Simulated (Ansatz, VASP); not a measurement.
# Two plane-wave programs on Cr

File POSCAR:

```
Cr
1.0
    2.4551685140      0.0000000000      0.0000000000
   -1.2275842570      2.1262383037      0.0000000000
    0.0000000000      0.0000000000      4.4790908306
Cr
2
Direct
    0.3333333333      0.6666666667      0.7500000000
    0.6666666667      0.3333333333      0.2500000000
```

File INCAR.step1:

```
PREC = Accurate
ENCUT = 520
ISMEAR = 0
SIGMA = 0.05
LREAL = False
LASPH = True
NELM = 100
NBANDS = 19
GGA = PE
ALGO = Normal
EDIFF = 1E-4
LWAVE = True
LCHARG = False
```

File INCAR.step2:

```
PREC = Accurate
ENCUT = 520
EDIFF = 1E-6
ISMEAR = 0
SIGMA = 0.05
LREAL = False
LASPH = True
NELM = 100
ALGO = Normal
ISIF = 2
LWAVE = False
LCHARG = False
METAGGA = R2SCAN
LMIXTAU = True
NBANDS = 19
ISTART = 1
```

File KPOINTS:

```
regular mesh
0
Gamma
  20 20 10
```

Input for Ansatz:

```yaml
crystal:
  lattice:
    - [2.455168514, 0.0, 0.0]
    - [-1.227584257, 2.1262383037, 0.0]
    - [0.0, 0.0, 4.4790908306]
  atoms:
    - { symbol: Cr, position: [0.3333333333, 0.6666666667, 0.75] }
    - { symbol: Cr, position: [0.6666666667, 0.3333333333, 0.25] }
basis:
  ecutwfc: 500
  ecutrho_ratio: 4
kpoints:
  mp_grid: { grid: [20, 20, 10] }
hamiltonian:
  xc: r2scan
scf:
  occupations: { method: gaussian, width: 0.05 }
output:
  forces: true
  stress: true
  eigenvalues: true
```

Alike in both runs: task single point; functional r2SCAN; k mesh 20 × 20 × 10; occupations gaussian, width 0.05 eV; no spin polarisation.

|  | VASP | Ansatz |
| --- | --- | --- |
| version | VASP 6.6.1 | Ansatz 0.2.0 |
| potentials or method | VASP PAW PBE potentials, release 64 (Cr_pv), cutoff 520 eV | scalar-relativistic, plane waves, PAW |
| valence electrons in the cell | 24 | 28 |

Ansatz gave:

| Quantity | Value |
| --- | --- |
| gap on the k mesh at the Fermi level (eV) | none |
| pressure (GPa) | 0.0 |

Task: Estimate VASP's values.

Result: gap on the k mesh at the Fermi level (eV): none; pressure (GPa): 0.7.

VASP's potentials were made for PBE, not for r2SCAN. A gap of «none» marks a metal or a gap that the smearing closes. VASP's potentials hold 24 valence electrons a cell and Ansatz's 28, so a difference there can come from the potentials and not from the codes.
